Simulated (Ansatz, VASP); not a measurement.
**One calculation of SiC, two programs**

INCAR

```
  PREC = Accurate
  ENCUT = 520
  EDIFF = 1E-6
  ISMEAR = 0
  SIGMA = 0.05
  LREAL = False
  LASPH = True
  NELM = 80
  ALGO = Normal
  ISIF = 2
  LWAVE = False
  LCHARG = False
  GGA = PE
  NBANDS = 16
```

The input KPOINTS:

```
Automatic mesh
0
Gamma
  12 12 6
```

POSCAR

```
SiC
1.0
    3.0919867344      0.0000000000      0.0270548839
   -1.5459933672      2.6777390602     -0.0135274420
    0.0443954403      0.0000000000      5.0737646004
Si C
2 2
Direct
    0.3333333333      0.6666666667      0.0045636718
    0.6666666667      0.3333333333      0.5045636718
    0.3333333333      0.6666666667      0.3804363282
    0.6666666667      0.3333333333      0.8804363282
```

Input for Ansatz:

```yaml
crystal:
  lattice:
    - [3.0919867344, 0.0, 0.0270548839]
    - [-1.5459933672, 2.6777390602, -0.013527442]
    - [0.0443954403, 0.0, 5.0737646004]
  atoms:
    - { symbol: Si, position: [0.3333333333, 0.6666666667, 0.0045636718] }
    - { symbol: Si, position: [0.6666666667, 0.3333333333, 0.5045636718] }
    - { symbol: C, position: [0.3333333333, 0.6666666667, 0.3804363282] }
    - { symbol: C, position: [0.6666666667, 0.3333333333, 0.8804363282] }
basis:
  ecutwfc: 420
kpoints:
  mp_grid: { grid: [12, 12, 6] }
hamiltonian:
  xc: pbe
scf:
  occupations: { method: gaussian, width: 0.05 }
output:
  forces: true
  stress: true
  eigenvalues: true
```

Change from the starting cell: strain +0.0175 x Voigt [0, 0, 0, 0, 1, 0], atoms carried along.

Alike in both runs: task single point; functional PBE; k mesh 12 × 12 × 6; occupations gaussian, width 0.05 eV; no spin polarisation.

|  | VASP | Ansatz |
| --- | --- | --- |
| version | VASP 6.6.1 | Ansatz 0.2.0 |
| potentials or method | VASP PAW PBE potentials, release 64 (Si, C), cutoff 520 eV | scalar-relativistic, plane waves, PAW |
| valence electrons in the cell | 16 | 16 |

|  | VASP | Ansatz | Ansatz less VASP |
| --- | --- | --- | --- |
| gap on the k mesh at the Fermi level (eV) | 2.28 | 2.29 | +0.003 |
| least direct gap on the mesh (eV) | 3.94 | 3.94 | +0.003 |
| pressure (GPa) | 0.0 | 0.0 | +0.05 |
| traceless stress, the component that is largest in VASP (GPa) | -2.86 | -2.85 | +0.008 |
| rms of the force components (eV/Å) | 0.055 | 0.055 | +0.0001 |

Atom by atom the forces differ by 0.000 eV/Å (rms over components).
